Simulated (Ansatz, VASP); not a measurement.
**One calculation of MnO, two programs**

Contents of INCAR:

```
  ALGO = Normal
  EDIFF = 1E-6
  ENCUT = 520
  ISIF = 2
  ISMEAR = -1
  ISPIN = 2
  LASPH = T
  LCHARG = T
  LELF = T
  LMAXMIX = 4
  LORBIT = 11
  LREAL = F
  LVHAR = T
  LWAVE = F
  MAGMOM = 4 0
  NBANDS = 20
  NELM = 150
  PREC = Accurate
  SIGMA = 0.05
```

KPOINTS

```
k-points
0
Gamma
  10 10 10
```

Contents of POSCAR:

```
MnO
1.0
    0.0000000000      2.1785090927      2.1785090927
    2.1785090927      0.0000000000      2.1785090927
    2.1785090927      2.1785090927      0.0000000000
Mn O
1 1
Direct
    0.0000000000      0.0000000000      0.0000000000
    0.5000000000      0.5000000000      0.5000000000
```

Contents of input.yaml:

```yaml
crystal:
  lattice:
    - [0.0, 2.1785090927, 2.1785090927]
    - [2.1785090927, 0.0, 2.1785090927]
    - [2.1785090927, 2.1785090927, 0.0]
  atoms:
    - { symbol: Mn, position: [0.0, 0.0, 0.0], spin: 4.0 }
    - { symbol: O, position: [0.5, 0.5, 0.5] }
kpoints:
  mp_grid: { grid: [10, 10, 10] }
scf:
  occupations: { method: fermi_dirac, width: 0.05 }
hamiltonian:
  xc: lda
  pseudopotentials: { kind: all_electron, lapw: { basis_error: 0.001 } }
magnetization:
  spin_polarized: true
output:
  forces: true
  stress: true
  eigenvalues: true
```

Change from the starting cell: volume scaled by 0.94.

Alike in both runs: task single point; functional LDA; k mesh 10 × 10 × 10; occupations fermi-dirac, width 0.05 eV; collinear spin.

|  | VASP | Ansatz |
| --- | --- | --- |
| version | VASP 6.6.1 | Ansatz 0.2.0 |
| potentials or method | VASP PAW LDA potentials, release 64 (Mn_pv, O), cutoff 520 eV | all-electron LAPW, scalar-relativistic |

Ansatz gave:

| Item | Value |
| --- | --- |
| gap on the k mesh at the Fermi level (eV) | none |
| pressure (GPa) | -12.4 |
| net moment per atom (μB) | 2.18 |
| size of the moment on the site where the two differ most (μB) | 3.96 |

Estimate VASP's values.

gap on the k mesh at the Fermi level (eV): none; pressure (GPa): -13.3; net moment per atom (μB): 2.15; size of the moment on the site where the two differ most (μB): 3.93.

LDA's correlation is that of Perdew and Zunger in VASP and of Perdew and Wang (1992) in Ansatz. Site moments also hang on the region over which each program counts them. A gap of «none» marks a metal or a gap that the smearing closes. Ansatz ran all-electron here, and VASP with PAW potentials.
